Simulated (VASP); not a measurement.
## SrVO3: single point with PBE

Crystal: SrVO3.

```
Sr V O
1.0
     3.84090    0.00000    0.00000
     0.00000    3.84090    0.00000
     0.00000    0.00000    3.84090
Sr V O
1 1 3
Direct
  0.50000 0.50000 0.50000
  0.00000 0.00000 0.00000
  0.00000 0.00000 0.50000
  0.00000 0.50000 0.00000
  0.50000 0.00000 0.00000
```

| Quantity | Value |
| --- | --- |
| Program | VASP 6.6.1 |
| Task | single point |
| Functional | PBE |
| Potentials or basis | VASP PAW PBE potentials, release 64 (Sr_sv, V_sv, O) |
| Cutoff | 520 eV |
| k mesh | 7 × 7 × 7 |
| Occupations | gaussian, width 0.012 eV |
| Spin | collinear spin, ferromagnetic start |
| Starting moments | [0.0, 2.0, 0.0, 0.0, 0.0] μB |

- Pressure: 3.2 GPa
- Net moment: -0.10 μB per cell
- Site moments: Sr +0.00; V -0.10; O +0.00 μB
- Valence electrons inside the program's atomic spheres: Sr 8.02; V 11.59; O 5.05

Levels at points of the mesh, in eV from the Fermi level:
Spin up:
| k point | band 16 | band 17 | band 18 | band 19 | band 20 | band 21 | band 22 | band 23 | band 24 | band 25 |
| --- | --- | --- | --- | --- | --- | --- | --- | --- | --- | --- |
| (0.00, 0.00, 0.00) | -3.16 | -3.16 | -2.32 | -2.32 | -2.32 | -0.79 | -0.79 | -0.79 | 1.41 | 1.41 |
Spin down:
```tsv
k point	band 18	band 19	band 20	band 21	band 22	band 23
(0.00, 0.00, 0.00)	-2.32	-2.32	-2.32	-0.91	-0.91	-0.91
```

It took 2.2 min on 1 thread of Oxide Virtual Turin-like Processor, with other jobs on the host, peak memory 0.19 GiB.

Caveat: semilocal functionals often make such compounds metallic where correlation or magnetic order opens a gap, which also shifts bond lengths. With open d or f shells a metallic result of PBE can be an artefact of self-interaction; +U or a hybrid may open a gap.
